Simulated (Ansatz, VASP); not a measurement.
# Si3Ru: VASP beside Ansatz

```
CELL_PARAMETERS angstrom
2.85917 0.00000 0.00000
0.00000 2.85917 0.00000
0.00000 0.00000 6.84903
ATOMIC_POSITIONS crystal
Si 0.50000 0.50000 0.77945
Si 0.00000 0.00000 0.50000
Si 0.50000 0.50000 0.22055
Ru 0.00000 0.00000 0.00000
```

Change from the starting cell: species swapped into the Cu3Ni type (Cmmm, No. 65).

Alike in both runs: functional PBE; k mesh 6 × 6 × 4; occupations gaussian, width 0.1 eV; no spin polarisation.

Ansatz relaxed the structure, and its values are those at the end. VASP's run is a single point on that final structure, the one shown.

|  | VASP | Ansatz |
| --- | --- | --- |
| version | VASP 6.6.1 | Ansatz 0.2.0 |
| potentials or method | VASP PAW PBE potentials, release 64 (Si, Ru_pv), cutoff 520 eV | scalar-relativistic, plane waves, PAW |
| valence electrons in the cell | 26 | 28 |

```csv
,VASP,Ansatz,Ansatz less VASP
gap on the k mesh at the Fermi level (eV),none,none,-
pressure (GPa),0.1,0.1,+0.01
rms of the force components (eV/Å),0.009,0.009,-0.0001
```

A gap of «none» marks a metal or a gap that the smearing closes. The functional is the same, so the differences come from potentials, cutoffs and numerics. VASP's potentials hold 26 valence electrons a cell and Ansatz's 28, so a difference there can come from the potentials and not from the codes.

The k mesh is coarse, so the values compare programs but aren't converged.
